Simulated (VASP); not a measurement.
Write the native input for VASP 6.6.1 that does the following.

```
Task                   : relaxation of cell and atoms
Functional             : PBEsol
Potentials or basis    : VASP PAW PBE potentials, release 64 (Ga_d, As)
Cutoff                 : 600 eV
k mesh                 : 6 × 6 × 6
Occupations            : fermi-dirac, width 0.03 eV
Spin                   : no spin polarisation
Dipole correction      : no
Further INCAR settings : ALGO = Normal; EDIFF = 1e-06; IBRION = 2; EDIFFG = -0.01; NSW = 100; ISIF = 3
```

The structure of GaAs lies in POSCAR:

```
GaAs
1.0
    3.1011457496      0.0000000000      0.0000000000
    0.0000000000      3.1011457496      0.0000000000
    0.0000000000      0.0000000000      3.1011457496
Ga As
1 1
Direct
    0.0000000000      0.0000000000      0.0000000000
    0.5000000000      0.5000000000      0.5000000000
```

One way to write it, as run:

INCAR

```
ALGO = Normal ; EDIFF = 1E-6
EDIFFG = -0.01 ; ENCUT = 600
GGA = PS ; IBRION = 2
ISIF = 3 ; ISMEAR = -1
LASPH = True ; LCHARG = False
LREAL = False ; LWAVE = False
NELM = 100 ; NSW = 100
PREC = Accurate ; SIGMA = 0.03
```

KPOINTS

```
k-points
0
Gamma
  6 6 6
```

Potentials or basis: VASP PAW PBE potentials, release 64 (Ga_d, As).

The run is started by

```console
$ cat potpaw_PBE.64/Ga_d/POTCAR potpaw_PBE.64/As/POTCAR > POTCAR
$ mpirun -np 1 vasp_std > vasp.out
```

Results of the run:

- Relaxed volume: 18.12 Å³/atom
- Relaxed cell: a = 3.309 Å, b = 3.309 Å, c = 3.309 Å, α = 90.00°, β = 90.00°, γ = 90.00°
- Space group after relaxing (to 0.05 Å): Pm-3m (No. 221)
- Energy gained by relaxing: 181.6 meV/atom
- Ionic steps: 4
- Pressure after relaxing: -0.1 GPa

Caveat: the volume moved by over 15 % at a fixed basis, so the end points are rough; the PAW data sets were made with another functional, which shifts forces and pressure a little.

Wall time 51 s on 1 thread of AMD EPYC 7R13, on a shared host, peak memory 0.13 GiB.
